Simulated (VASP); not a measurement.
The system is CsSi2.

```
Cs Si
1.0
     5.28634    0.00000    0.00000
     0.00000    6.45194    0.00000
     0.00000    0.00000    4.02773
Cs Si
2 4
Direct
  0.00000 0.00000 0.00000
  0.50000 0.50000 0.50000
  0.20040 0.37870 0.00000
  0.79960 0.62130 0.00000
  0.70040 0.12130 0.50000
  0.29960 0.87870 0.50000
```

- Program: VASP 6.6.1
- Task: relaxation of cell and atoms
- Functional: PBE
- Potentials or basis: VASP PAW PBE potentials, release 64 (Cs_sv, Si)
- Cutoff: 600 eV
- k mesh: 4 × 4 × 4
- Occupations: gaussian, width 0.1 eV
- Spin: no spin polarisation

At the start: pressure 21.2 GPa; volume 22.90 Å³/atom.

Question: Where does the relaxation end?

Answer: Over 40 steps the energy falls by 1937.4 meV/atom and the volume is 36.15 Å³/atom (+57.9 %); space group Pnnm (No. 58, to 0.1 Å) before and after.

Step by step:
| step | energy change (eV) | largest force (eV/Å) | pressure (GPa) | volume (Å³) |
| --- | --- | --- | --- | --- |
| 1 | 0.0000 | 2.2939 | 21.24 | 137.37 |
| 2 | -5.6540 | 2.4790 | 1.79 | 206.34 |
| 3 | -6.4352 | 2.5972 | -0.71 | 240.01 |
| 4 | -6.9003 | 2.7037 | -2.51 | 317.42 |
| 5 | -9.0760 | 0.5545 | -0.72 | 316.85 |
| 6 | -9.1111 | 0.3146 | -0.18 | 316.52 |
| 7 | -9.1124 | 0.1989 | -0.29 | 316.59 |
| 8 | -9.1657 | 0.1958 | -0.28 | 311.05 |
| 9 | -9.3191 | 0.2456 | -0.11 | 294.20 |
| 10 | -9.5930 | 0.6914 | 0.87 | 259.59 |
| 11 | -8.8370 | 2.7943 | 9.19 | 187.87 |
| 12 | -9.4774 | 1.9470 | 2.49 | 246.20 |
| 13 | -9.4153 | 2.2985 | 4.76 | 217.22 |
| 14 | -9.4775 | 2.1676 | 3.66 | 229.32 |
| 15 | -9.4824 | 2.1469 | 3.66 | 229.06 |
| 16 | -9.4965 | 2.0868 | 3.66 | 228.28 |
| 17 | -9.5217 | 1.9732 | 3.68 | 226.71 |
| 18 | -9.5611 | 1.7735 | 3.73 | 223.54 |
| 19 | -9.5977 | 1.4810 | 3.96 | 217.06 |
| 20 | -9.6400 | 1.4067 | 3.81 | 217.61 |
| 21 | -9.7602 | 1.1931 | 3.36 | 219.27 |
| 22 | -9.9723 | 0.8065 | 2.52 | 222.59 |
| 23 | -10.2932 | 0.2368 | 1.05 | 229.24 |
| 24 | -10.6037 | 0.7805 | -1.17 | 242.60 |
| 25 | -10.6346 | 1.0255 | -1.87 | 248.28 |
| 26 | -10.8845 | 0.7642 | -1.82 | 247.32 |
| 27 | -11.3175 | 0.4706 | -1.06 | 243.18 |
| 28 | -11.3387 | 0.8267 | -0.63 | 241.68 |
| 29 | -11.3388 | 0.7609 | -0.71 | 241.94 |
| 30 | -11.3998 | 0.6515 | -0.69 | 238.67 |
| 31 | -11.5161 | 0.5034 | -0.20 | 228.90 |
| 32 | -11.3408 | 0.7157 | 2.69 | 209.51 |
| 33 | -11.5255 | 0.5723 | 0.24 | 224.98 |
| 34 | -11.5925 | 0.1202 | -0.45 | 224.55 |
| 35 | -11.5968 | 0.1258 | -0.66 | 224.39 |
| 36 | -11.6181 | 0.0065 | -0.26 | 219.61 |
| 37 | -11.6208 | 0.0701 | -0.06 | 217.40 |
| 38 | -11.6234 | 0.0545 | 0.04 | 216.72 |
| 39 | -11.6238 | 0.0479 | 0.10 | 216.32 |
| 40 | -11.6244 | 0.0216 | -0.01 | 216.92 |

Final structure:
```yaml
crystal:
  lattice:
    - [3.31015, 0.00000, 0.00000]
    - [0.00000, 8.97853, 0.00000]
    - [0.00000, 0.00000, 7.29886]
  atoms:
    - { symbol: Cs, position: [0.00000, 0.00000, 0.00000] }
    - { symbol: Cs, position: [0.50000, 0.50000, 0.50000] }
    - { symbol: Si, position: [0.24192, 0.40273, 0.00000] }
    - { symbol: Si, position: [0.75808, 0.59727, 0.00000] }
    - { symbol: Si, position: [0.74192, 0.09727, 0.50000] }
    - { symbol: Si, position: [0.25808, 0.90273, 0.50000] }
```

Caveat: the k points lie up to 0.47 Å⁻¹ apart in the final cell, too coarse for converged energies and pressures of a metal; the volume moved by over 15 % at a fixed basis, so the end points are rough.
